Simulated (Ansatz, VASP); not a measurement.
BAs: VASP beside Ansatz

```
B As
1.0
     0.00000    2.50059    2.40441
     2.40441    0.00000    2.40441
     2.40441    2.50059    0.00000
B As
1 1
Direct
  0.00000 0.00000 0.00000
  0.75000 0.75000 0.75000
```

Change from the starting cell: strain +0.0400 x Voigt [0, 1, 0, 0, 0, 0], atoms carried along.

Alike in both runs: task single point; functional PBE; k mesh 10 × 10 × 10; occupations gaussian, width 0.05 eV; no spin polarisation.

|  | VASP | Ansatz |
| --- | --- | --- |
| version | VASP 6.6.1 | Ansatz 0.2.0 |
| potentials or method | VASP PAW PBE potentials, release 64 (B, As), cutoff 520 eV | scalar-relativistic, plane waves, PAW |
| valence electrons in the cell | 8 | 18 |

Ansatz gave:

```
gap on the k mesh at the Fermi level (eV)                     : 0.96
least direct gap on the mesh (eV)                             : 3.01
pressure (GPa)                                                : -4.7
traceless stress, the component that is largest in VASP (GPa) : -5.41
```

Question: What did VASP give for the same quantities?

Answer: gap on the k mesh at the Fermi level (eV): 0.95; least direct gap on the mesh (eV): 3.00; pressure (GPa): -4.2; traceless stress, the component that is largest in VASP (GPa): -5.39.

VASP's potentials hold 8 valence electrons a cell and Ansatz's 18, so a difference there can come from the potentials and not from the codes.
